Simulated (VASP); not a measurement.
# BN in VASP: single point with PBEsol

Aim: the single point of BN with PBEsol.

Program: VASP 6.6.1. These are calculated values, not measurements. Logs are shortened: lines on timing, memory, paths and dates and some standing lists are left out, and cuts for length are marked.

### 1 The cell of the first run

The cell holds a disordered packing, 64 atoms: a = 7.789 Å, b = 7.789 Å, c = 7.789 Å, α = 90.00°, β = 90.00°, γ = 90.00°.

### 2 Single point, PBEsol

The input, INCAR:

```
SYSTEM = BN
PREC = Accurate
ENCUT = 520
EDIFF = 1E-6
ISMEAR = -1
SIGMA = 0.05
LREAL = Auto
LASPH = .True.
NELM = 80
ALGO = Normal
ISIF = 2
LWAVE = .False.
LCHARG = .False.
GGA = PS
NBANDS = 166
```

The input, KPOINTS:

```
Automatic mesh
0
Gamma
  1 1 1
  0 0 0
```

The input, POSCAR:

```
BN
1.0
    7.7885180000      0.0000000000      0.0000000000
    0.0000000000      7.7885180000      0.0000000000
    0.0000000000      0.0000000000      7.7885180000
B N
32 32
Direct
    0.9335700000      0.0222790000      0.9052160000
    0.7368050000      0.8605100000      0.6884460000
    0.2635390000      0.1844370000      0.2165620000
    0.0132950000      0.5854440000      0.6401900000
    0.7796420000      0.0504480000      0.1353760000
    0.6699140000      0.9783520000      0.4143050000
    0.4483400000      0.5118170000      0.3058390000
    0.3040900000      0.6974830000      0.5435660000
    0.4271170000      0.3250950000      0.0165020000
    0.2590330000      0.3800300000      0.5538440000
    0.3058620000      0.0420950000      0.9554270000
    0.2992230000      0.8483210000      0.2501410000
    0.5866200000      0.1827990000      0.2527790000
    0.9957810000      0.3048310000      0.7201880000
    0.6045690000      0.7837180000      0.9321700000
    0.6128270000      0.7914990000      0.1479040000
    0.0011420000      0.2015160000      0.4136920000
    0.1042150000      0.8550230000      0.7461030000
    0.1365270000      0.5729800000      0.2947620000
    0.4528230000      0.2318710000      0.7164000000
    0.7695450000      0.6534570000      0.4176980000
    0.4219480000      0.8165640000      0.8011390000
    0.7543660000      0.5077690000      0.2167700000
    0.5626300000      0.5179600000      0.7809450000
    0.0174360000      0.3704230000      0.1314430000
    0.2676640000      0.5387050000      0.8241010000
    0.9459830000      0.7963840000      0.1670010000
    0.8739600000      0.6650890000      0.7933160000
    0.6797340000      0.3274170000      0.5160440000
    0.2514940000      0.0490360000      0.5230110000
    0.3930170000      0.6655010000      0.0119630000
    0.1069290000      0.8597110000      0.4440720000
    0.9261540000      0.9581900000      0.0809450000
    0.0676240000      0.0423030000      0.4840740000
    0.1011860000      0.7621450000      0.2738530000
    0.9177320000      0.8701640000      0.7852850000
    0.8277320000      0.3755970000      0.1204110000
    0.6389820000      0.1583870000      0.4373970000
    0.4404340000      0.4897680000      0.9357760000
    0.3955360000      0.6505400000      0.7029800000
    0.4215120000      0.3040030000      0.2083380000
    0.2903440000      0.5268410000      0.4248170000
    0.6337840000      0.9688740000      0.2251920000
    0.3219580000      0.8789760000      0.4459330000
    0.7328830000      0.2233380000      0.1302090000
    0.1440990000      0.4349700000      0.6989750000
    0.7895650000      0.6929870000      0.2145700000
    0.5898980000      0.9149620000      0.7874630000
    0.3315720000      0.2074230000      0.5678250000
    0.3970840000      0.1922520000      0.8956820000
    0.4354990000      0.6958920000      0.1988060000
    0.1810810000      0.6305530000      0.9751020000
    0.1430680000      0.5051050000      0.1103730000
    0.8953480000      0.3400200000      0.5233790000
    0.6370270000      0.4896550000      0.3727920000
    0.7034260000      0.6357990000      0.8404660000
    0.1196820000      0.7389500000      0.5985490000
    0.9672380000      0.1877650000      0.8451730000
    0.0890770000      0.2525690000      0.2612500000
    0.2558990000      0.9230580000      0.8185560000
    0.9358960000      0.5246810000      0.4711920000
    0.5858320000      0.3587320000      0.6812240000
    0.7338980000      0.8254470000      0.5042000000
    0.2893570000      0.0133710000      0.1418100000
```

Potentials or basis: VASP PAW PBE potentials, release 64 (B, N).

On the command line:

```bash
$ cat potpaw_PBE.64/B/POTCAR potpaw_PBE.64/N/POTCAR > POTCAR
$ mpirun -np 1 vasp_gam > vasp.out
```

OUTCAR:

```text
SYSTEM = BN
   PREC = Accurate
   ENCUT = 520
   EDIFF = 1E-6
   ISMEAR = -1
   LREAL = Auto
   LASPH = .True.
   NELM = 80
   ISIF = 2
   GGA = PS

 ion  position               nearest neighbor table
   1  0.934  0.022  0.905-  58 1.40  33 1.46  36 1.51   5 2.17
   2  0.737  0.861  0.688-  48 1.44  63 1.46  36 1.60  28 2.03
   3  0.264  0.184  0.217-  64 1.47  59 1.50  41 1.54
   4  0.013  0.585  0.640-  57 1.49  61 1.52  46 1.62  28 1.73
   5  0.780  0.050  0.135-  45 1.40  33 1.41  43 1.48  13 2.04   1 2.17
   6  0.670  0.978  0.414-  38 1.43  63 1.47  43 1.50  13 2.13
   7  0.448  0.512  0.306-  42 1.54  55 1.57  51 1.66  41 1.80
   8  0.304  0.697  0.544-  40 1.48  57 1.53  44 1.61  42 1.62  32 2.13
   9  0.427  0.325  0.017-  50 1.42  39 1.43  41 1.50
  10  0.259  0.380  0.554-  49 1.46  46 1.50  42 1.54
  11  0.306  0.042  0.955-  50 1.45  60 1.47  64 1.47
  12  0.299  0.848  0.250-  64 1.54  44 1.55  51 1.64  35 1.69  32 2.13
  13  0.587  0.183  0.253-  38 1.51  45 1.52  41 1.63  43 1.72   5 2.04   6 2.13
  14  0.996  0.305  0.720-  58 1.35  46 1.55  54 1.74
  15  0.605  0.784  0.932-  48 1.53  56 1.56  16 1.68  22 1.77  31 1.99
  16  0.613  0.791  0.148-  43 1.52  51 1.62  47 1.66  15 1.68
  17  0.001  0.202  0.414-  59 1.43  34 1.45  54 1.60
  18  0.104  0.855  0.746-  60 1.41  57 1.47  36 1.49
  19  0.137  0.573  0.295-  35 1.51  53 1.53  42 1.61
  20  0.453  0.232  0.716-  62 1.46  50 1.49  49 1.51
  21  0.770  0.653  0.418-  63 1.52  47 1.62  55 1.68  61 1.69  23 1.94
  22  0.422  0.817  0.801-  40 1.52  48 1.52  60 1.54  15 1.77  31 2.03
  23  0.754  0.508  0.217-  37 1.40  47 1.47  55 1.53  21 1.94
  24  0.563  0.518  0.781-  62 1.47  56 1.50  39 1.55  40 1.77
  25  0.017  0.370  0.131-  53 1.44  59 1.48  37 1.48
  26  0.268  0.539  0.824-  52 1.53  46 1.59  40 1.62  39 1.65  31 2.02
  27  0.946  0.796  0.167-  33 1.44  35 1.49  47 1.51
  28  0.874  0.665  0.793-  56 1.40  36 1.63   4 1.73   2 2.03
  29  0.680  0.327  0.516-  38 1.49  62 1.50  54 1.68  55 1.72
  30  0.251  0.049  0.523-  49 1.43  34 1.46  44 1.55  32 1.95
  31  0.393  0.666  0.012-  51 1.51  39 1.54  52 1.70  15 1.99  26 2.02  22 2.03
  32  0.107  0.860  0.444-  34 1.49  35 1.53  57 1.53  44 1.68  30 1.95  12 2.13   8 2.13
  33  0.926  0.958  0.081-   5 1.41  27 1.44   1 1.46
  34  0.068  0.042  0.484-  17 1.45  30 1.46  32 1.49
  35  0.101  0.762  0.274-  27 1.49  19 1.51  32 1.53  12 1.69
  36  0.918  0.870  0.785-  18 1.49   1 1.51   2 1.60  28 1.63
  37  0.828  0.376  0.120-  23 1.40  45 1.40  25 1.48
  38  0.639  0.158  0.437-   6 1.43  29 1.49  13 1.51
  39  0.440  0.490  0.936-   9 1.43  31 1.54  24 1.55  26 1.65
  40  0.396  0.651  0.703-   8 1.48  22 1.52  26 1.62  24 1.77
  41  0.422  0.304  0.208-   9 1.50   3 1.54  13 1.63   7 1.80
  42  0.290  0.527  0.425-  10 1.54   7 1.54  19 1.61   8 1.62
  43  0.634  0.969  0.225-   5 1.48   6 1.50  16 1.52  13 1.72
  44  0.322  0.879  0.446-  12 1.55  30 1.55   8 1.61  32 1.68
  45  0.733  0.223  0.130-   5 1.40  37 1.40  13 1.52
  46  0.144  0.435  0.699-  10 1.50  14 1.55  26 1.59   4 1.62
[... 267 lines left out ...]
   EMIN   =  10.00;   EMAX   =-10.00  energy-range for DOS
   EFERMI =   0.00;   METHOD = LEGACY
   ISMEAR =    -1;   SIGMA  =   0.05  broadening in eV -4-tet -1-fermi 0-gaus
   EFERMI_NEDOS =   21; number of points for ismear=-14 and -15
   IALGO  =     38    algorithm
   IMIX   =      4    mixing-type and parameters
     AMIX     =   0.40;   BMIX     =  1.00
     AMIX_MAG =   1.60;   BMIX_MAG =  1.00
  volume/ion in A,a.u.               =       7.38        49.82
  Fermi-wavevector in a.u.,A,eV,Ry     =   1.334648  2.522119 24.235848  1.781285
  Thomas-Fermi vector in A             =   2.463413
   LORBIT       =      0    0 simple, 1 ext, 2 COOP (PROOUT), +10 PAW based schemes
   GGA     = PS    functional components
   LHFCALC =     F    Hartree Fock is set to
   AEXX    =    0.0000 exact exchange contribution
   IVDW    =     0    specifies the selected vdW correction
   LEPSILON=     F    determine dielectric tensor
   LRPA    =     F    only Hartree local field effects (RPA)
 non-spin polarized calculation
  energy-cutoff  :      520.00
  volume of cell :      472.46
 maximum number of plane-waves:      6399
 NGX is ok and might be reduce to    60
   NGX = 29   NGY = 29   NGZ = 29

 number of electron     255.9999999 magnetization

 Free energy of the ion-electron system (eV)
  ---------------------------------------------------
  ext. energy  EPLUGINS =         0.00000000
  ---------------------------------------------------
  free energy    TOTEN  =      -539.17921275 eV

  energy without entropy =     -539.17921186  energy(sigma->0) =     -539.17921231

 E-fermi :   6.2225     XC(G=0): -11.6164

 val. band max:        5.4672554387   @ k =   0.0000   0.0000   0.0000
 cond. band min:       6.9774909006   @ k =   0.0000   0.0000   0.0000
 fundamental gap:      1.5102354619
 Fermi energy:         6.2224937825

 k-point     1 :       0.0000    0.0000    0.0000
  band No.  band energies     occupation
      1     -15.2737      2.00000
      2     -14.7500      2.00000
      3     -14.1600      2.00000
      4     -14.0028      2.00000
      5     -13.5932      2.00000
      6     -13.4460      2.00000
[... 132 lines left out ...]
    139       9.7615      0.00000
    140       9.8032      0.00000
 [bands above 140 left out]

------------------------ aborting loop because EDIFF is reached ----------------------------------------

  FORCE on cell =-STRESS in cart. coord.  units (eV):
  Direction    XX          YY          ZZ          XY          YZ          ZX
  --------------------------------------------------------------------------------------
  -------------------------------------------------------------------------------------
  Total      -13.9388567    -13.5096234     13.6320500      7.5726098     18.9595060     -2.7218771
  in kB      -47.2686557    -45.8130644     46.2282303     25.6798023     64.2943953     -9.2302743
  external PRESSURE =     -15.6178299 kB  Pullay stress =       0.0000000 kB

 VOLUME and BASIS-vectors are now :
 -----------------------------------------------------------------------------
  energy-cutoff  :      520.00
  volume of cell :      472.46
      direct lattice vectors                 reciprocal lattice vectors
     7.788518000  0.000000000  0.000000000     0.128394131  0.000000000  0.000000000
     0.000000000  7.788518000  0.000000000     0.000000000  0.128394131  0.000000000
     0.000000000  0.000000000  7.788518000     0.000000000  0.000000000  0.128394131

 POSITION                                       TOTAL-FORCE (eV/Angst)
 -----------------------------------------------------------------------------------
      7.27113      0.17352      7.05029         0.007132      0.028652      0.000550
      5.73862      6.70210      5.36197         0.017271      0.007950      0.001676
      2.05258      1.43649      1.68670        -0.008433      0.014462      0.015661
      0.10355      4.55974      4.98613        -0.001632     -0.013231      0.020710
      6.07226      0.39292      1.05438         0.019513      0.019762     -0.030619
      5.21764      7.61991      3.22682         0.000136     -0.015602      0.039452
[... 56 lines left out ...]
      5.71598      6.42901      3.92697         0.001110      0.000283     -0.007667
      2.25366      0.10414      1.10449         0.006563     -0.025699     -0.000717
 -----------------------------------------------------------------------------------
    total drift:                               -0.001430     -0.002017     -0.003759

  FREE ENERGIE OF THE ION-ELECTRON SYSTEM (eV)
  ---------------------------------------------------
  free  energy   TOTEN  =      -539.1792127533 eV

  energy  without entropy=     -539.1792118612  energy(sigma->0) =     -539.17921231
```

Wall time 5.4 min (1 thread of Intel Xeon 8259CL, shared host); peak memory 0.48 GiB.

Results:

```yaml
Free_energy: -539.1792 eV
Pressure: -1.6 GPa
Largest_force: 0.058 eV/Å
Band_gap_on_the_k_mesh: 1.51 eV
```

Forces on the atoms (eV/Å):
```
B    0.007  0.029  0.001
B    0.017  0.008  0.002
B   -0.008  0.014  0.016
B   -0.002 -0.013  0.021
B    0.020  0.020 -0.031
B    0.000 -0.016  0.039
B    0.004 -0.007 -0.014
B    0.032 -0.006 -0.028
B    0.008  0.004  0.014
B    0.007  0.005 -0.021
B   -0.002 -0.006  0.000
B    0.009 -0.008 -0.027
B   -0.047  0.005 -0.028
B   -0.004  0.002  0.003
B    0.007 -0.005  0.057
B    0.001 -0.012 -0.020
B   -0.026  0.011  0.010
B   -0.002  0.014  0.021
B   -0.002 -0.029  0.040
B    0.006 -0.026  0.002
B    0.007 -0.007  0.017
B   -0.015  0.013  0.010
B   -0.001  0.001 -0.022
B    0.006  0.010 -0.004
B   -0.002 -0.009 -0.021
B   -0.011 -0.022 -0.031
B    0.000  0.000 -0.014
B    0.029 -0.004  0.005
B    0.028  0.020 -0.009
B    0.045  0.017  0.022
B    0.002  0.023 -0.010
B   -0.030 -0.002 -0.002
N    0.006 -0.003 -0.003
N   -0.038  0.000 -0.005
N    0.011  0.009 -0.006
N   -0.020  0.010  0.003
N    0.011  0.012 -0.012
N    0.006  0.011  0.040
N    0.001  0.000  0.020
N    0.016 -0.020  0.002
N    0.011  0.014  0.018
N   -0.007 -0.001  0.001
N   -0.023 -0.010 -0.020
N    0.028 -0.001  0.009
N   -0.002 -0.030 -0.004
N   -0.001  0.005  0.013
N   -0.008  0.023 -0.018
N    0.003  0.037 -0.018
N   -0.003 -0.027 -0.010
N    0.001 -0.008 -0.005
N    0.000 -0.002  0.016
N   -0.002  0.034 -0.004
N   -0.004 -0.003  0.003
N   -0.014 -0.041  0.013
N   -0.008 -0.017  0.028
N   -0.010 -0.003 -0.001
N   -0.015 -0.012 -0.010
N   -0.020 -0.023 -0.007
N    0.007 -0.003  0.007
N   -0.012  0.005  0.007
N   -0.016  0.035 -0.042
N    0.013  0.008 -0.002
N    0.001  0.000 -0.008
N    0.007 -0.026 -0.001
```

Levels at points of the mesh, in eV from the valence-band top:
| k point | band 126 | band 127 | band 128 | band 129 | band 130 | band 131 |
| --- | --- | --- | --- | --- | --- | --- |
| (0.00, 0.00, 0.00) | -0.34 | -0.28 | 0.00 | 1.51 | 2.26 | 2.48 |

Caveat: the k points lie up to 0.81 Å⁻¹ apart, too coarse for converged energies, forces and pressures; the PAW data sets were made with another functional, which shifts forces and pressure a little.
